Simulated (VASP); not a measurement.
A run of VASP 6.6.1 is set up as follows.

Contents of INCAR:

```
SYSTEM = KCl
  PREC = Accurate
  ENCUT = 520
  EDIFF = 1E-6
  ISMEAR = 0
  SIGMA = 0.01
  LREAL = .False.
  LASPH = .True.
  NELM = 80
  ALGO = Normal
  ISIF = 2
  LWAVE = .False.
  LCHARG = .False.
  GGA = PE
  NBANDS = 24
```

KPOINTS

```
Automatic mesh
0
Gamma
  6 6 4
  0 0 0
```

The input POSCAR:

```
KCl
1.0
    4.3400788661      0.0000000000      0.0000000000
   -2.1700394331      3.7586185525      0.0000000000
    0.0000000000      0.0000000000      7.6359739997
K Cl
2 2
Direct
    0.0000000000      0.0000000000      0.0000000000
    0.0000000000      0.0000000000      0.5000000000
    0.3333333333      0.6666666667      0.2500000000
    0.6666666667      0.3333333333      0.7500000000
```

Potentials or basis: VASP PAW PBE potentials, release 64 (K_sv, Cl).

The run is started by

```console
$ cat potpaw_PBE.64/K_sv/POTCAR potpaw_PBE.64/Cl/POTCAR > POTCAR
$ mpirun -np 1 vasp_std > vasp.out
```

(1) Estimate the pressure.

(2) Estimate the band gap on the k mesh.

Results:

(1) 0.8 GPa.

(2) 5.12 eV.
